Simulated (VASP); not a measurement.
A run of VASP 6.6.1 is set up as follows.

Contents of INCAR:

```
PREC     = Accurate       # precision mode
ENCUT    = 520            # plane-wave cutoff, eV
EDIFF    = 1E-7           # SCF threshold, eV
ISMEAR   = 0              # smearing method
SIGMA    = 0.1            # smearing width, eV
LREAL    = F              # projectors in reciprocal space
LASPH    = T              # aspherical terms in the spheres
NELM     = 100            # most SCF steps
ALGO     = Normal         # electronic algorithm
ISIF     = 2              # what is computed and relaxed
LWAVE    = F              # write WAVECAR
LCHARG   = F              # write CHGCAR
GGA      = PE             # functional
NBANDS   = 26             # bands
```

The input KPOINTS:

```
Automatic mesh
0
Gamma
  6 6 2
```

Contents of POSCAR:

```
GaSbTeSe2
1.0
    4.2975268900      0.0000000000      0.0000000000
   -2.1487634500      3.7217674600      0.0000000000
    0.0000000000      0.0000000000      8.8473135700
Ga Sb Te Se
1 1 1 2
Direct
    0.6666666700      0.3333333300      0.5000000000
    0.6666666700      0.3333333300      0.0000000000
    0.3333333300      0.6666666700      0.0000000000
    0.6666666700      0.3333333300      0.7000811600
    0.6666666700      0.3333333300      0.2999188400
```

Potentials or basis: VASP PAW PBE potentials, release 64 (Ga_d, Sb, Te, Se).

Run with:

```bash
$ cat potpaw_PBE.64/Ga_d/POTCAR potpaw_PBE.64/Sb/POTCAR potpaw_PBE.64/Te/POTCAR potpaw_PBE.64/Se/POTCAR > POTCAR
$ mpirun -np 1 vasp_std > vasp.out
```

(1) Estimate the band gap on the k mesh.

(2) Estimate the pressure.

(3) Predict the largest force.

Answers

(1) zero (band 18 reaches 5.87 eV, above the bottom of band 19 at 4.88 eV).

(2) 46.2 GPa.

(3) 17.019 eV/Å.

Caveat: spin-orbit coupling is left out, which moves the levels of the heavy elements; forces of over 1 eV/Å act on the atoms, so gaps and moduli don't describe the material at rest.
